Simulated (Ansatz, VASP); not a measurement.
**GdO: VASP beside Ansatz**

Contents of INCAR:

```
SYSTEM = GdO
PREC = Accurate ; ENCUT = 520
EDIFF = 1E-6 ; ISMEAR = -1
SIGMA = 0.05 ; LREAL = .False.
LASPH = .True. ; NELM = 150
ALGO = Normal ; ISIF = 2
LWAVE = .False. ; LCHARG = .False.
ISPIN = 2 ; MAGMOM = 5.2 0
LORBIT = 11 ; NUPDOWN = 5.2
LMAXMIX = 6 ; GGA = PE
NBANDS = 23
```

Contents of KPOINTS:

```
regular mesh
0
Gamma
  7 7 7
  0 0 0
```

Contents of POSCAR:

```
GdO
1.0
    0.0000000000      2.7000000000      2.7000000000
    2.7000000000      0.0000000000      2.7000000000
    2.7000000000      2.7000000000      0.0000000000
Gd O
1 1
Direct
    0.0000000000      0.0000000000      0.0000000000
    0.7500000000      0.7500000000      0.7500000000
```

input.yaml

```yaml
crystal:
  lattice:
    - [0.0, 2.7, 2.7]
    - [2.7, 0.0, 2.7]
    - [2.7, 2.7, 0.0]
  atoms:
    - { symbol: Gd, position: [0.0, 0.0, 0.0], spin: 5.2 }
    - { symbol: O, position: [0.75, 0.75, 0.75] }
hamiltonian:
  xc: pbe
  pseudopotentials: { kind: paw }
magnetization:
  spin_polarized: true
  initial_magnetization: 5.2
  spin_locking: { lock_magnetization: hard }
kpoints:
  mp_grid: { grid: [7, 7, 7] }
scf:
  occupations: { method: fermi_dirac, width: 0.05 }
  lower_state_search: "off"
output:
  forces: true
  stress: true
  eigenvalues: true
```

Alike in both runs: task single point; functional PBE; k mesh 7 × 7 × 7; occupations fermi-dirac, width 0.05 eV; collinear spin; fixed moment 5.2 μB.

|  | VASP | Ansatz |
| --- | --- | --- |
| version | VASP 6.6.1 | Ansatz 0.2.0 |
| potentials or method | VASP PAW PBE potentials, release 64 (Gd, O) | Ansatz PAW |
| plane-wave cutoff (eV) | 520 | 420 |
| valence electrons in the cell | 24 | 24 |

```csv
,VASP,Ansatz,Ansatz less VASP
pressure (GPa),-2.2,-2.3,-0.15
net moment per atom (μB),2.60,2.60,0.000
size of the moment on the site where the two differ most (μB),5.63,5.71,+0.078
```

Site moments also hang on the region over which each program counts them.

Neither program's run includes spin-orbit coupling.
